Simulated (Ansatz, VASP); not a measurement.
CsSnI3 in VASP and in Ansatz

```
I Cs Sn
1.0
     4.29226    2.47813    3.63236
    -4.29226    2.47813    3.63236
     0.00000   -4.95628    3.63236
I Cs Sn
3 1 1
Direct
  0.50693 0.99874 0.50693
  0.50693 0.50693 0.99874
  0.99874 0.50693 0.50693
  0.01000 0.01000 0.01000
  0.53943 0.53943 0.53943
```

Alike in both runs: task single point; functional PBEsol; k mesh 4 × 4 × 4; no spin polarisation.

```csv
,VASP,Ansatz
version,VASP 6.6.1,Ansatz 0.2.0
potentials or method,"VASP PAW PBE potentials, release 64 (I, Cs_sv, Sn_d), cutoff 520 eV",PAW plane waves
occupations,"fermi-dirac, width 0.1 eV",fermi-dirac
valence electrons in the cell,44,74
```

Ansatz gave:

```
pressure (GPa)                                                : 1.1
traceless stress, the component that is largest in VASP (GPa) : -0.17
rms of the force components (eV/Å)                            : 0.345
```

Q: Which values does VASP return?

A: Pressure (GPa): 1.1; traceless stress, the component that is largest in VASP (GPa): -0.18; rms of the force components (eV/Å): 0.353.

VASP's potentials were made for PBE, not for PBEsol. Atom by atom the forces differ by 0.008 eV/Å (rms over components). VASP's potentials hold 44 valence electrons a cell and Ansatz's 74, so a difference there can come from the potentials and not from the codes. Ansatz's warnings: structure snapped to symmetry.

Neither program's run includes spin-orbit coupling.
